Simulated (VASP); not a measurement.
# Ag (Fm-3m) in VASP: single point with PBE

Aim: the single point of Ag with PBE.

Program: VASP 6.6.1. These are calculated values, not measurements. Logs are shortened: lines on timing, memory, paths and dates and some standing lists are left out, and cuts for length are marked.

### Step 1. The cell of the first run

The structure is cubic, space group Fm-3m (No. 225). The conventional cell has a = 4.148 Å, b = 4.148 Å, c = 4.148 Å, α = 90.00°, β = 90.00°, γ = 90.00°. Within 3.9 Å of Ag (site symmetry m-3m) lie 12 Ag at 2.93 Å.

### Step 2. Single point, PBE

File INCAR:

```
  ALGO = Normal
  EDIFF = 1E-6
  ENCUT = 500
  GGA = PE
  GGA_COMPAT = False
  ISIF = 2
  ISMEAR = -1
  LASPH = True
  LCHARG = True
  LELF = True
  LREAL = False
  LVHAR = True
  LWAVE = False
  NBANDS = 12
  NELM = 120
  PREC = Accurate
  SIGMA = 0.1
```

File KPOINTS:

```
k-points
0
Gamma
  4 4 4
```

File POSCAR:

```
Ag
1.0
   -2.0738757445      0.0000000000      2.0738757445
    0.0000000000      2.0738757445      2.0738757445
   -2.0738757445      2.0738757445      0.0000000000
Ag
1
Direct
    0.0000000000      0.0000000000      0.0000000000
```

Potentials or basis: VASP PAW PBE potentials, release 64 (Ag).

Launch:

```bash
$ cat potpaw_PBE.64/Ag/POTCAR > POTCAR
$ mpirun -np 1 vasp_std > vasp.out
```

OUTCAR:

```text
EDIFF = 1E-6
   ENCUT = 500
   GGA = PE
   ISIF = 2
   ISMEAR = -1
   LASPH = True
   LREAL = False
   NELM = 120
   PREC = Accurate

 ion  position               nearest neighbor table
   1  0.000  0.000  0.000-

  LATTYP: Found a face centered cubic cell.
 ALAT       =     4.1477514890

  Lattice vectors:

 A1 = (  -2.0738757445,   0.0000000000,   2.0738757445)
 A2 = (   0.0000000000,   2.0738757445,   2.0738757445)
 A3 = (  -2.0738757445,   2.0738757445,   0.0000000000)

Analysis of symmetry for initial positions (statically):
=====================================================================
 Subroutine PRICEL returns:
 Original cell was already a primitive cell.

 Routine SETGRP: Setting up the symmetry group for a
 face centered cubic supercell.

 Subroutine GETGRP returns: Found 48 space group operations
 (whereof 48 operations were pure point group operations)
 out of a pool of 48 trial point group operations.

The static configuration has the point symmetry O_h .

Analysis of symmetry for dynamics (positions and initial velocities):
=====================================================================
 Subroutine PRICEL returns:
 Original cell was already a primitive cell.

 Routine SETGRP: Setting up the symmetry group for a
 face centered cubic supercell.

 Subroutine GETGRP returns: Found 48 space group operations
 (whereof 48 operations were pure point group operations)
 out of a pool of 48 trial point group operations.

The dynamic configuration has the point symmetry O_h .

 Subroutine INISYM returns: Found 48 space group operations
 (whereof 48 operations are pure point group operations),
 and found     1 'primitive' translations

----------------------------------------------------------------------------------------

                                     Primitive cell

  volume of cell :      17.8393

  direct lattice vectors                    reciprocal lattice vectors
    -2.073875745  0.000000000  2.073875745    -0.241094483 -0.241094483  0.241094483
     0.000000000  2.073875745  2.073875745     0.241094483  0.241094483  0.241094483
    -2.073875745  2.073875745  0.000000000    -0.241094483  0.241094483 -0.241094483

  length of vectors
     2.932903205  2.932903205  2.932903205     0.417587894  0.417587894  0.417587894

  position of ions in fractional coordinates (direct lattice)
     0.000000000  0.000000000  0.000000000

  ion indices of the primitive-cell ions
   primitive index   ion index
                 1           1

[... 61 lines left out ...]
   ISYM   =      2    0-nonsym 1-usesym 2-fastsym
   POTIM  = 0.5000    time-step for ionic-motion
   TEBEG  =    0.0;   TEEND  =   0.0 temperature during run
   PSTRESS=    0.0 pullay stress
   NELECT =      11.0000    total number of electrons
   NUPDOWN=      -1.0000    fix difference up-down
   EMIN   =  10.00;   EMAX   =-10.00  energy-range for DOS
   EFERMI =   0.00;   METHOD = LEGACY
   ISMEAR =    -1;   SIGMA  =   0.10  broadening in eV -4-tet -1-fermi 0-gaus
   EFERMI_NEDOS =   21; number of points for ismear=-14 and -15
   IALGO  =     38    algorithm
   IMIX   =      4    mixing-type and parameters
     AMIX     =   0.40;   BMIX     =  1.00
     AMIX_MAG =   1.60;   BMIX_MAG =  1.00
  volume/ion in A,a.u.               =      17.84       120.39
  Fermi-wavevector in a.u.,A,eV,Ry     =   1.393412  2.633168 26.417045  1.941598
  Thomas-Fermi vector in A             =   2.517061
   LORBIT       =      0    0 simple, 1 ext, 2 COOP (PROOUT), +10 PAW based schemes
   GGA     = PE    functional components
   LHFCALC =     F    Hartree Fock is set to
   AEXX    =    0.0000 exact exchange contribution
   IVDW    =     0    specifies the selected vdW correction
   LEPSILON=     F    determine dielectric tensor
   LRPA    =     F    only Hartree local field effects (RPA)
 non-spin polarized calculation
  energy-cutoff  :      500.00
  volume of cell :       17.84
 maximum number of plane-waves:       465
 NGX is ok and might be reduce to    24
   NGX = 11   NGY = 11   NGZ = 11

 number of electron      11.0000000 magnetization

 Free energy of the ion-electron system (eV)
  ---------------------------------------------------
  ext. energy  EPLUGINS =         0.00000000
  ---------------------------------------------------
  free energy    TOTEN  =        -2.54969739 eV

  energy without entropy =       -2.53668440  energy(sigma->0) =       -2.54319089

 E-fermi :   8.4577     XC(G=0): -11.9484

 val. band max:        7.5365188638   @ k =   0.5000   0.0000   0.0000
 cond. band min:       8.7712572438   @ k =   0.5000   0.2500   0.0000
 fundamental gap:      1.2347383800
 Fermi energy:         8.4577413795

 k-point     1 :       0.0000    0.0000    0.0000
  band No.  band energies     occupation
      1       0.3716      2.00000
      2       3.1483      2.00000
      3       3.1483      2.00000
      4       3.1483      2.00000
      5       4.1033      2.00000
      6       4.1033      2.00000
      7      23.7345      0.00000
      8      27.0446      0.00000
      9      27.0446      0.00000
     10      27.0446      0.00000
     11      31.7368      0.00000
     12      32.6001      0.00000
[... 91 lines left out ...]
 k-point     8 :      -0.2500    0.5000    0.2500
  band No.  band energies     occupation
      1       2.3477      2.00000
      2       2.9074      2.00000
      3       2.9074      2.00000
      4       4.1172      2.00000
      5       5.0268      2.00000
      6      13.5981      0.00000
      7      13.5981      0.00000
      8      14.4913      0.00000
      9      15.7487      0.00000
     10      30.1137      0.00000
     11      30.1137      0.00000
     12      31.5971      0.00000

------------------------ aborting loop because EDIFF is reached ----------------------------------------

  FORCE on cell =-STRESS in cart. coord.  units (eV):
  Direction    XX          YY          ZZ          XY          YZ          ZX
  --------------------------------------------------------------------------------------
  -------------------------------------------------------------------------------------
  Total        0.0718554      0.0718554      0.0718554      0.0000000     -0.0000000     -0.0000000
  in kB        6.4534507      6.4534507      6.4534507      0.0000000     -0.0000000     -0.0000000
  external PRESSURE =       6.4534507 kB  Pullay stress =       0.0000000 kB

 VOLUME and BASIS-vectors are now :
 -----------------------------------------------------------------------------
  energy-cutoff  :      500.00
  volume of cell :       17.84
      direct lattice vectors                 reciprocal lattice vectors
    -2.073875745  0.000000000  2.073875745    -0.241094483 -0.241094483  0.241094483
     0.000000000  2.073875745  2.073875745     0.241094483  0.241094483  0.241094483
    -2.073875745  2.073875745  0.000000000    -0.241094483  0.241094483 -0.241094483

 POSITION                                       TOTAL-FORCE (eV/Angst)
 -----------------------------------------------------------------------------------
      0.00000      0.00000      0.00000         0.000000      0.000000      0.000000
 -----------------------------------------------------------------------------------
    total drift:                                0.000000     -0.000000      0.000000

  FREE ENERGIE OF THE ION-ELECTRON SYSTEM (eV)
  ---------------------------------------------------
  free  energy   TOTEN  =        -2.5496973876 eV

  energy  without entropy=       -2.5366843959  energy(sigma->0) =       -2.54319089
```

stdout:

```text
POSCAR found type information on POSCAR Ag
 POSCAR found :  1 types and       1 ions
 scaLAPACK will be used
 LDA part: xc-table for (Slater+PW92), standard interpolation
 POSCAR, INCAR and KPOINTS ok, starting setup
 FFT: planning ... GRIDC
 FFT: planning ... GRID_SOFT
 FFT: planning ... GRID
 WAVECAR not read
 entering main loop
```

It took 4.1 s on 1 thread of AMD EPYC 7R13 (Zen 3), shared host; peak memory 0.1 GiB.

Results:

| Item | Value |
| --- | --- |
| Free energy | -2.5497 eV |
| Pressure | 0.6 GPa |

Levels at points of the mesh, in eV from the Fermi level:
```
           k point  band 2  band 3  band 4  band 5  band 6  band 7  band 8  band 9  band 10  band 11
(0.00, 0.00, 0.00)   -5.31   -5.31   -5.31   -4.35   -4.35   15.28   18.59   18.59    18.59    23.28
(0.50, 0.00, 0.00)   -5.33   -5.33   -3.62   -3.62   -0.92    2.71   14.50   16.76    16.76    21.57
(0.50, 0.50, 0.00)   -6.69   -3.65   -3.43   -3.43    1.00    5.75    9.79    9.79    16.00    16.02
```

Caveat: the k points lie up to 0.66 Å⁻¹ apart.
